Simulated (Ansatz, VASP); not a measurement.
Al: VASP beside Ansatz

```
Al
1.0
     3.21264    3.21264    3.21264
    -3.21264   -3.21264    3.21264
     3.21264   -3.21264   -3.21264
Al
8
Direct
  0.81791 0.64567 0.46358
  0.00000 0.00000 0.50000
  0.00000 0.50000 0.00000
  0.00000 0.00000 0.00000
  0.50000 0.50000 0.50000
  0.50000 0.00000 0.50000
  0.50000 0.50000 0.00000
  0.50000 0.00000 0.00000
```

Alike in both runs: task single point; functional PBEsol; k mesh 10 × 10 × 10; occupations gaussian, width 0.15 eV; no spin polarisation.

```csv
,VASP,Ansatz
version,VASP 6.6.1,Ansatz 0.2.0
potentials or method,"VASP PAW PBE potentials, release 64 (Al), cutoff 520 eV","scalar-relativistic, plane waves, PAW"
valence electrons in the cell,24,24
```

```tsv
	VASP	Ansatz	Ansatz less VASP
gap on the k mesh at the Fermi level (eV)	none	none	-
pressure (GPa)	23.5	23.4	-0.12
traceless stress, the component that is largest in VASP (GPa)	28.28	28.28	+0.006
rms of the force components (eV/Å)	5.468	5.459	-0.0095
```

VASP's potentials were made for PBE, not for PBEsol, and Ansatz warns of the same on its side. Atom by atom the forces differ by 0.012 eV/Å (rms over components). A gap of «none» marks a metal or a gap that the smearing closes.
